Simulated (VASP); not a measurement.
# ZnS in VASP: notebook

ZnS is run at these levels: PBE; tasks: single point.

Everything below comes from runs of VASP 6.6.1. Logs are shortened: lines on timing, memory, paths and dates and some standing lists are left out, and cuts for length are marked.

## Step 1: The cell of the first run

Symmetry: P2_1, No. 4, monoclinic system. Conventional cell: a = 3.846 Å, b = 6.304 Å, c = 3.846 Å, α = 90.00°, β = 120.00°, γ = 90.00°. Zn (site symmetry 1) has 4 S at 2.31 to 2.40 Å within 3.1 Å. Within 3.1 Å of S (site symmetry 1) lie 4 Zn at 2.31 to 2.40 Å.

## Step 2: Single point, PBE (atoms displaced along a vibrational mode)

Input file INCAR:

```
PREC = Accurate
ENCUT = 520
EDIFF = 1E-6
ISMEAR = 0
SIGMA = 0.05
LREAL = F
LASPH = T
NELM = 80
ALGO = Normal
ISIF = 2
LWAVE = F
LCHARG = F
GGA = PE
NBANDS = 26
```

Input file KPOINTS:

```
regular mesh
0
Gamma
  9 9 4
```

Input file POSCAR:

```
ZnS
1.0
    3.8455587354      0.0000000000      0.0000000000
   -1.9227793677      3.3303515566      0.0000000000
    0.0000000000      0.0000000000      6.3037246812
Zn S
2 2
Direct
    0.2627428941      0.6274215606      0.0052003729
    0.7372571059      0.3725784394      0.5052003729
    0.3903774463      0.6983806252      0.3797996271
    0.6096225537      0.3016193748      0.8797996271
```

Potentials or basis: VASP PAW PBE potentials, release 64 (Zn, S).

Command:

```
$ cat potpaw_PBE.64/Zn/POTCAR potpaw_PBE.64/S/POTCAR > POTCAR
$ mpirun -np 1 vasp_std > vasp.out
```

OUTCAR:

```text
PREC = Accurate
   ENCUT = 520
   EDIFF = 1E-6
   ISMEAR = 0
   LREAL = F
   LASPH = T
   NELM = 80
   ISIF = 2
   GGA = PE

 ion  position               nearest neighbor table
   1  0.263  0.627  0.005-   4 2.31   4 2.38   4 2.38   3 2.40
   2  0.737  0.373  0.505-   3 2.31   3 2.38   3 2.38   4 2.40
   3  0.390  0.698  0.380-   2 2.31   2 2.38   2 2.38   1 2.40
   4  0.610  0.302  0.880-   1 2.31   1 2.38   1 2.38   2 2.40

  LATTYP: Found a hexagonal cell.
 ALAT       =     3.8455587354
 C/A-ratio  =     1.6392220520

  Lattice vectors:

 A1 = (   3.8455587354,   0.0000000000,   0.0000000000)
 A2 = (  -1.9227793677,   3.3303515566,   0.0000000000)
 A3 = (   0.0000000000,   0.0000000000,   6.3037246812)

Analysis of symmetry for initial positions (statically):
=====================================================================
 Subroutine PRICEL returns:
 Original cell was already a primitive cell.

 Routine SETGRP: Setting up the symmetry group for a
 hexagonal supercell.

 Subroutine GETGRP returns: Found  2 space group operations
 (whereof  1 operations were pure point group operations)
 out of a pool of 24 trial point group operations.

The static configuration has the point symmetry C_1 .
 The point group associated with its full space group is C_2 .

Analysis of symmetry for dynamics (positions and initial velocities):
=====================================================================
 Subroutine PRICEL returns:
 Original cell was already a primitive cell.

 Routine SETGRP: Setting up the symmetry group for a
 hexagonal supercell.

 Subroutine GETGRP returns: Found  2 space group operations
 (whereof  1 operations were pure point group operations)
 out of a pool of 24 trial point group operations.

The dynamic configuration has the point symmetry C_1 .
 The point group associated with its full space group is C_2 .

 Subroutine INISYM returns: Found  2 space group operations
 (whereof  1 operations are pure point group operations),
 and found     1 'primitive' translations

----------------------------------------------------------------------------------------

                                     Primitive cell

  volume of cell :      80.7322

  direct lattice vectors                    reciprocal lattice vectors
     3.845558735  0.000000000  0.000000000     0.260040236  0.150134300  0.000000000
    -1.922779368  3.330351557  0.000000000     0.000000000  0.300268600  0.000000000
     0.000000000  0.000000000  6.303724681     0.000000000  0.000000000  0.158636370

  length of vectors
     3.845558735  3.845558735  6.303724681     0.300268600  0.300268600  0.158636370

  position of ions in fractional coordinates (direct lattice)
     0.262742894  0.627421561  0.005200373
     0.737257106  0.372578439  0.505200373
     0.390377446  0.698380625  0.379799627
     0.609622554  0.301619375  0.879799627

  ion indices of the primitive-cell ions
   primitive index   ion index
                 1           1
                 2           2
                 3           3
                 4           4

----------------------------------------------------------------------------------------

 KPOINTS: regular mesh

Automatic generation of k-mesh.
 Grid dimensions read from file:
 generate k-points for:    9    9    4

 Generating k-lattice:

  Cartesian coordinates                     Fractional coordinates (reciprocal lattice)
     0.028893360  0.016681589  0.000000000     0.111111111  0.000000000  0.000000000
     0.000000000  0.033363178  0.000000000     0.000000000  0.111111111  0.000000000
     0.000000000  0.000000000  0.039659092     0.000000000  0.000000000  0.250000000

  Length of vectors
     0.033363178  0.033363178  0.039659092

  Shift w.r.t. Gamma in fractional coordinates (k-lattice)
     0.000000000  0.000000000  0.000000000

 Subroutine IBZKPT returns following result:
 ===========================================

 Found    123 irreducible k-points:

 Following reciprocal coordinates:
            Coordinates               Weight
  0.000000  0.000000  0.000000      1.000000
  0.111111  0.000000  0.000000      2.000000
  0.000000  0.111111  0.000000      2.000000
 -0.111111  0.111111  0.000000      2.000000
  0.222222  0.000000  0.000000      2.000000
  0.000000  0.222222  0.000000      2.000000
[... 16 lines left out ...]
  0.333333  0.111111  0.000000      2.000000
 -0.111111  0.444444  0.000000      2.000000
 [... further k-points ...]
   k-points           NKPTS =    123   k-points in BZ     NKDIM =    123   number of bands    NBANDS=     26
   number of dos      NEDOS =    301   number of ions     NIONS =      4
   total plane-waves  NPLWV =  43200
   dimension x,y,z NGX =    30 NGY =   30 NGZ =   48
   dimension x,y,z NGXF=    60 NGYF=   60 NGZF=   96
   ions per type =               2   2
   NGX,Y,Z   is equivalent  to a cutoff of  12.97, 12.97, 12.66 a.u.
   NGXF,Y,Z  is equivalent  to a cutoff of  25.94, 25.94, 25.32 a.u.
 SYSTEM =  unknown system
   PREC   = accura    normal or accurate (medium, high low for compatibility)
   ISTART =      0    job   : 0-new  1-cont  2-samecut
   ICHARG =      2    charge: 1-file 2-atom 10-const
   ISPIN  =      1    spin polarized calculation?
   LNONCOLLINEAR =      F non collinear calculations
   LSORBIT =      F    spin-orbit coupling
   LASPH  =      T    aspherical Exc in radial PAW
   ENCUT  =  520.0 eV  38.22 Ry    6.18 a.u.   7.15  7.15 11.72*2*pi/ulx,y,z
   NELM   =     80;   NELMIN=  2; NELMDL= -5     # of ELM steps
   EDIFF  = 0.1E-05   stopping-criterion for ELM
   LREAL  =      F    real-space projection
   EDIFFG = 0.1E-04   stopping-criterion for IOM
   NSW    =      0    number of steps for IOM
   IBRION =     -1    ionic relax: 0-MD 1-quasi-New 2-CG
   NFREE  =      0    steps in history (QN), initial steepest desc. (CG)
   ISIF   =      2    stress and relaxation
   ISYM   =      2    0-nonsym 1-usesym 2-fastsym
   POTIM  = 0.5000    time-step for ionic-motion
   TEBEG  =    0.0;   TEEND  =   0.0 temperature during run
   PSTRESS=    0.0 pullay stress
   NELECT =      36.0000    total number of electrons
   NUPDOWN=      -1.0000    fix difference up-down
   EMIN   =  10.00;   EMAX   =-10.00  energy-range for DOS
   EFERMI =   0.00;   METHOD = LEGACY
   ISMEAR =     0;   SIGMA  =   0.05  broadening in eV -4-tet -1-fermi 0-gaus
   EFERMI_NEDOS =   21; number of points for ismear=-14 and -15
   IALGO  =     38    algorithm
   IMIX   =      4    mixing-type and parameters
     AMIX     =   0.40;   BMIX     =  1.00
     AMIX_MAG =   1.60;   BMIX_MAG =  1.00
  volume/ion in A,a.u.               =      20.18       136.20
  Fermi-wavevector in a.u.,A,eV,Ry     =   1.250720  2.363518 21.283599  1.564300
  Thomas-Fermi vector in A             =   2.384701
   LORBIT       =      0    0 simple, 1 ext, 2 COOP (PROOUT), +10 PAW based schemes
   GGA     = PE    functional components
   LHFCALC =     F    Hartree Fock is set to
   AEXX    =    0.0000 exact exchange contribution
   IVDW    =     0    specifies the selected vdW correction
   LEPSILON=     F    determine dielectric tensor
   LRPA    =     F    only Hartree local field effects (RPA)
 non-spin polarized calculation
 Gauss-broadening in eV      SIGMA  =   0.05
  energy-cutoff  :      520.00
  volume of cell :       80.73
 maximum number of plane-waves:      2208
 NGX is ok and might be reduce to    30
   NGX = 15   NGY = 15   NGZ = 23

 number of electron      36.0000002 magnetization

 Free energy of the ion-electron system (eV)
  ---------------------------------------------------
  ext. energy  EPLUGINS =         0.00000000
  ---------------------------------------------------
  free energy    TOTEN  =       -13.60101409 eV

  energy without entropy =      -13.60101409  energy(sigma->0) =      -13.60101409

 E-fermi :   2.2285     XC(G=0):  -9.5344

 val. band max:        1.9927749216   @ k =   0.0000   0.0000   0.0000
 cond. band min:       3.9203892077   @ k =   0.0000   0.0000   0.0000
 fundamental gap:      1.9276142860
 Fermi energy:         2.2285067857

 k-point     1 :       0.0000    0.0000    0.0000
  band No.  band energies     occupation
      1     -11.0691      2.00000
      2     -10.1705      2.00000
      3      -4.3832      2.00000
      4      -4.3624      2.00000
      5      -4.2795      2.00000
      6      -4.2746      2.00000
[... 18 lines left out ...]
     25       9.7981      0.00000
     26      10.7015      0.00000

 k-point     2 :       0.1111    0.0000    0.0000
  band No.  band energies     occupation
      1     -10.9893      2.00000
      2     -10.1230      2.00000
      3      -4.3874      2.00000
      4      -4.3507      2.00000
      5      -4.2637      2.00000
      6      -4.2493      2.00000
[... 18 lines left out ...]
     25      10.0851      0.00000
     26      10.1571      0.00000

 k-point     3 :       0.0000    0.1111    0.0000
  band No.  band energies     occupation
      1     -10.9886      2.00000
      2     -10.1274      2.00000
      3      -4.3765      2.00000
      4      -4.3433      2.00000
      5      -4.2778      2.00000
      6      -4.2638      2.00000
[... 18 lines left out ...]
     25       9.8971      0.00000
     26      10.5103      0.00000

 k-point     4 :      -0.1111    0.1111    0.0000
  band No.  band energies     occupation
      1     -10.9887      2.00000
      2     -10.1271      2.00000
      3      -4.3774      2.00000
      4      -4.3440      2.00000
      5      -4.2769      2.00000
      6      -4.2625      2.00000
[... 18 lines left out ...]
     25       9.9223      0.00000
     26      10.5168      0.00000
[... 496 lines left out ...]
      1     -10.5834      2.00000
      2      -9.9194      2.00000
      3      -4.3426      2.00000
      4      -4.2875      2.00000
      5      -4.2218      2.00000
      6      -4.1511      2.00000
[... 18 lines left out ...]
     25      10.6592      0.00000
     26      11.5156      0.00000

 k-point    23 :       0.3333    0.1111    0.0000
  band No.  band energies     occupation
      1     -10.3155      2.00000
      2      -9.8270      2.00000
      3      -4.2891      2.00000
      4      -4.2390      2.00000
      5      -4.1826      2.00000
      6      -4.0961      2.00000
[... 18 lines left out ...]
     25      11.2822      0.00000
     26      11.5203      0.00000

 k-point    24 :      -0.1111    0.4444    0.0000
  band No.  band energies     occupation
      1     -10.2781      2.00000
      2      -9.9030      2.00000
      3      -4.3213      2.00000
      4      -4.2571      2.00000
      5      -4.1638      2.00000
      6      -4.0872      2.00000
[... 18 lines left out ...]
     25      10.5682      0.00000
     26      11.6762      0.00000

 [... further k-points ...]

------------------------ aborting loop because EDIFF is reached ----------------------------------------

  FORCE on cell =-STRESS in cart. coord.  units (eV):
  Direction    XX          YY          ZZ          XY          YZ          ZX
  --------------------------------------------------------------------------------------
  -------------------------------------------------------------------------------------
  Total       -0.1580181      0.1471454     -0.3764858     -0.2591640      0.0000000      0.0000000
  in kB       -3.1359609      2.9201857     -7.4715800     -5.1432598      0.0000000      0.0000000
  external PRESSURE =      -2.5624517 kB  Pullay stress =       0.0000000 kB

 VOLUME and BASIS-vectors are now :
 -----------------------------------------------------------------------------
  energy-cutoff  :      520.00
  volume of cell :       80.73
      direct lattice vectors                 reciprocal lattice vectors
     3.845558735  0.000000000  0.000000000     0.260040236  0.150134300  0.000000000
    -1.922779368  3.330351557  0.000000000     0.000000000  0.300268600  0.000000000
     0.000000000  0.000000000  6.303724681     0.000000000  0.000000000  0.158636370

 POSITION                                       TOTAL-FORCE (eV/Angst)
 -----------------------------------------------------------------------------------
     -0.19600      2.08953      0.03278         0.284142      0.181023      0.105836
      2.11878      1.24082      3.18464        -0.284142     -0.181023      0.105836
      0.15839      2.32585      2.39415        -0.076603     -0.057304     -0.105836
      1.76439      1.00450      5.54601         0.076603      0.057304     -0.105836
 -----------------------------------------------------------------------------------
    total drift:                               -0.000000     -0.000000     -0.000354

  FREE ENERGIE OF THE ION-ELECTRON SYSTEM (eV)
  ---------------------------------------------------
  free  energy   TOTEN  =       -13.6010140906 eV

  energy  without entropy=      -13.6010140906  energy(sigma->0) =      -13.60101409
```

Wall time 2.2 min (1 thread of Intel Xeon 6975P-C (Granite Rapids), shared host); peak memory 0.34 GiB.

Results:

* Free energy: -13.6010 eV
* Pressure: -0.3 GPa
* Largest force: 0.353 eV/Å
* Band gap on the k mesh: 1.93 eV

Forces on the atoms (eV/Å):
```
Zn   0.284  0.181  0.106
Zn  -0.284 -0.181  0.106
S   -0.077 -0.057 -0.106
S    0.077  0.057 -0.106
```

Caveat: the cell differs from its parent crystal (atoms displaced along a vibrational mode).

(Part 1 of 3 ends here.)
